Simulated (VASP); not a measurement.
Rh:

```
CELL_PARAMETERS angstrom
0.00000 2.64786 2.64786
2.64786 0.00000 2.64786
2.64786 2.64786 0.00000
ATOMIC_POSITIONS crystal
Rh 0.12500 0.12500 0.12500
Rh 0.87500 0.87500 0.87500
```

This isn't the form of Rh at room conditions, which is fcc.

| Property | Result |
| --- | --- |
| Program | VASP 6.6.1 |
| Task | relaxation of cell and atoms |
| Functional | BLYP |
| Potentials or basis | VASP PAW PBE potentials, release 64 (Rh_pv) |
| Cutoff | 600 eV |
| k mesh | 10 × 10 × 10 |
| Occupations | fermi-dirac, width 0.1 eV |
| Spin | no spin polarisation |

At the start: pressure 30.7 GPa; volume 18.56 Å³/atom.

Q: Where does the relaxation end?

A: Over 5 steps the energy falls by 291.7 meV/atom and the volume is 22.22 Å³/atom (+19.7 %); space group Fd-3m (No. 227, to 0.1 Å) before and after.

The path:
```tsv
step	energy change (eV)	largest force (eV/Å)	pressure (GPa)	volume (Å³)
1	0.0000	0.0000	30.68	37.13
2	0.3587	0.0000	-14.55	59.69
3	-0.5800	0.0000	-1.59	45.12
4	-0.5832	0.0000	-0.43	44.62
5	-0.5834	0.0000	0.02	44.44
```

Final structure:
```
Rh
1.0
     0.00000    2.81131    2.81131
     2.81131    0.00000    2.81131
     2.81131    2.81131    0.00000
Rh
2
Direct
  0.12500 0.12500 0.12500
  0.87500 0.87500 0.87500
```

Caveat: the volume moved by over 15 % at a fixed basis, so the end points are rough; the PAW data sets were made with another functional, which shifts forces and pressure a little.
